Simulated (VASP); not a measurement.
Write the native input for VASP 6.6.1 that does the following.

| Item | Value |
| --- | --- |
| Task | single point |
| Functional | PBE |
| Potentials or basis | VASP PAW PBE potentials, release 64 (Al) |
| Cutoff | 520 eV |
| k mesh | 13 × 13 × 13 |
| Occupations | gaussian, width 0.01 eV |
| Spin | no spin polarisation |
| Dipole correction | no |
| Further INCAR settings | ALGO = Normal; EDIFF = 1e-06; NBANDS = 8 |

The structure of Al lies in POSCAR:

```
Al
1.0
    0.0000000000      2.0199630948      2.0199630948
    2.0199630948      0.0000000000      2.0199630948
    2.0199630948      2.0199630948      0.0000000000
Al
1
Direct
    0.0000000000      0.0000000000      0.0000000000
```

One way to write it, as run:

INCAR

```
SYSTEM = Al
PREC = Accurate ; ENCUT = 520
EDIFF = 1E-6 ; ISMEAR = 0
SIGMA = 0.01 ; LREAL = .FALSE.
LASPH = .TRUE. ; NELM = 60
ALGO = Normal ; ISIF = 2
LWAVE = .FALSE. ; LCHARG = .TRUE.
GGA = PE ; LELF = .TRUE.
LVHAR = .TRUE. ; NBANDS = 8
```

KPOINTS

```
regular mesh
0
G
  13 13 13
  0 0 0
```

Potentials or basis: VASP PAW PBE potentials, release 64 (Al).

Command:

```console
$ cat potpaw_PBE.64/Al/POTCAR > POTCAR
$ mpirun -np 1 vasp_std > vasp.out
```

It gave:

| Property | Result |
| --- | --- |
| Pressure | 0.1 GPa |

Wall time 7.3 s on 1 thread of Intel(R) Xeon(R) Platinum 8375C CPU @ 2.90GHz (Ice Lake), with other jobs on the host, peak memory 0.13 GiB.
